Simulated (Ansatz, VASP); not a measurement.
**SiW7 in VASP and in Ansatz**

```xyz
8
Lattice="-3.1586 3.1586 3.1586 3.1586 -3.1586 3.1586 3.1586 3.1586 -3.1586" Properties=species:S:1:pos:R:3 pbc="T T T"
Si    0.0000    0.0000    0.0000
W     3.1586    0.0000    0.0000
W     1.5793    1.5793    1.5793
W     1.5793   -1.5793    1.5793
W    -1.5793    1.5793    1.5793
W     0.0000    3.1586    0.0000
W     0.0000    0.0000    3.1586
W     1.5793    1.5793   -1.5793
```

Alike in both runs: functional PBE; k mesh 4 × 4 × 4; occupations gaussian, width 0.2 eV; no spin polarisation.

Ansatz relaxed the structure, and its values are those at the end. VASP's run is a single point on that final structure, the one shown.

|  | VASP | Ansatz |
| --- | --- | --- |
| version | VASP 6.6.1 | Ansatz 0.2.0 |
| potentials or method | VASP PAW PBE potentials, release 64 (Si, W_sv), cutoff 520 eV | scalar-relativistic, plane waves, PAW |
| valence electrons in the cell | 102 | 102 |

Ansatz gave:

```
gap on the k mesh at the Fermi level (eV) : none
pressure (GPa)                            : 0.0
```

**Question.** Estimate VASP's values.

**Answer.** gap on the k mesh at the Fermi level (eV): none; pressure (GPa): 0.5.

A gap of «none» marks a metal or a gap that the smearing closes. The functional is the same, so the differences come from potentials, cutoffs and numerics.

Spin-orbit coupling is off throughout.
